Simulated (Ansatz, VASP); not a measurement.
# YbScSi in VASP and in Ansatz

```
CELL_PARAMETERS angstrom
0.00000 4.15884 0.00000
4.15884 0.00000 0.00000
2.07942 2.07942 -7.60418
ATOMIC_POSITIONS crystal
Sc 0.50000 0.00000 0.00000
Sc 0.00000 0.50000 0.00000
Si 0.12000 0.12000 0.76000
Si 0.88000 0.88000 0.24000
Yb 0.32490 0.32490 0.35020
Yb 0.67510 0.67510 0.64980
```

Alike in both runs: task single point; functional r2SCAN; k mesh 6 × 6 × 6; no spin polarisation.

|  | VASP | Ansatz |
| --- | --- | --- |
| version | VASP 6.6.1 | Ansatz 0.2.0 |
| potentials or method | VASP PAW PBE potentials, release 64 (Sc_sv, Si, Yb), cutoff 520 eV | PAW plane waves |
| occupations | methfessel-paxton of order 1, width 0.0878 eV | cold, width 0.0878 eV |
| valence electrons in the cell | 78 | 78 |

Ansatz gave:

| Quantity | Value |
| --- | --- |
| pressure (GPa) | 4.5 |
| traceless stress, the component that is largest in VASP (GPa) | -0.28 |
| rms of the force components (eV/Å) | 0.333 |

Which values does VASP return?

Pressure (GPa): 4.9; traceless stress, the component that is largest in VASP (GPa): -0.40; rms of the force components (eV/Å): 0.351.

VASP's potentials were made for PBE, not for r2SCAN. Atom by atom the forces differ by 0.018 eV/Å (rms over components).

Spin-orbit coupling is off throughout.
